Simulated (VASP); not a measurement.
Here is a VASP 6.6.1 calculation.

Contents of INCAR:

```
SYSTEM = Nb
PREC = Accurate
ENCUT = 520
EDIFF = 1E-6
ISMEAR = -1
SIGMA = 0.05
LREAL = .False.
LASPH = .True.
NELM = 100
ALGO = Normal
ISIF = 2
LWAVE = .False.
LCHARG = .False.
GGA = PS
NBANDS = 12
```

File KPOINTS:

```
Automatic mesh
0
Gamma
  18 18 18
  0 0 0
```

The input POSCAR:

```
Nb
1.0
   -1.6029075952      1.6029075952      1.6029075952
    1.6029075952     -1.6029075952      1.6029075952
    1.6029075952      1.6029075952     -1.6029075952
Nb
1
Direct
    0.0000000000      0.0000000000      0.0000000000
```

Potentials or basis: VASP PAW PBE potentials, release 64 (Nb_sv).

The run is started by

```sh
$ cat potpaw_PBE.64/Nb_sv/POTCAR > POTCAR
$ mpirun -np 1 vasp_std > vasp.out
```

(1) What does it give for the pressure?

(2) Estimate the band gap on the k mesh.

Results:

(1) 12.1 GPa.

(2) zero (an odd number of electrons rules out a gap without spin polarisation).

Caveat: the cell stands under pressure; the PAW data sets were made with another functional, which shifts forces and pressure a little.
